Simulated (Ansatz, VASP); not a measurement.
# Cu in VASP and in Ansatz

Contents of INCAR:

```
SYSTEM = Cu
  PREC = Accurate
  ENCUT = 520
  EDIFF = 1E-7
  ISMEAR = 0
  SIGMA = 0.15
  LREAL = .FALSE.
  LASPH = .TRUE.
  NELM = 100
  ALGO = Fast
  ISIF = 2
  LWAVE = .FALSE.
  LCHARG = .TRUE.
  GGA = PS
  LELF = .TRUE.
  LVHAR = .TRUE.
  NBANDS = 18
```

Contents of KPOINTS:

```
Automatic mesh
0
G
  30 30 16
  0 0 0
```

POSCAR

```
Cu
1.0
    2.3095175573      0.0000000000      0.0000000000
   -1.1547587787      2.0001008751      0.0000000000
    0.0000000000      0.0000000000      4.9033490413
Cu
2
Direct
    0.3333333333      0.6666666667      0.2500000000
    0.6666666667      0.3333333333      0.7500000000
```

Input for Ansatz:

```yaml
crystal:
  lattice:
    - [2.3095175573, 0.0, 0.0]
    - [-1.1547587787, 2.0001008751, 0.0]
    - [0.0, 0.0, 4.9033490413]
  atoms:
    - { symbol: Cu, position: [0.3333333333, 0.6666666667, 0.25] }
    - { symbol: Cu, position: [0.6666666667, 0.3333333333, 0.75] }
basis:
  ecutwfc: 420
kpoints:
  mp_grid: { grid: [30, 30, 16] }
hamiltonian:
  xc: pbesol
scf:
  occupations: { method: gaussian, width: 0.15 }
output:
  forces: true
  stress: true
  eigenvalues: true
  write_density: true
  write_potential: true
  elf: true
  volumetric_format: npy
```

Alike in both runs: task single point; functional PBEsol; k mesh 30 × 30 × 16; occupations gaussian, width 0.15 eV; no spin polarisation.

|  | VASP | Ansatz |
| --- | --- | --- |
| version | VASP 6.6.1 | Ansatz 0.2.0 |
| potentials or method | VASP PAW PBE potentials, release 64 (Cu), cutoff 520 eV | scalar-relativistic, plane waves, PAW |
| valence electrons in the cell | 22 | 38 |

Ansatz gave:

- gap on the k mesh at the Fermi level (eV): none
- pressure (GPa): 15.3
- traceless stress, the component that is largest in VASP (GPa): -37.30

Which values does VASP return?

gap on the k mesh at the Fermi level (eV): none; pressure (GPa): 15.8; traceless stress, the component that is largest in VASP (GPa): -37.55.

VASP's potentials were made for PBE, not for PBEsol. A gap of «none» marks a metal or a gap that the smearing closes. The functional is the same, so the differences come from potentials, cutoffs and numerics. VASP's potentials hold 22 valence electrons a cell and Ansatz's 38, so a difference there can come from the potentials and not from the codes.
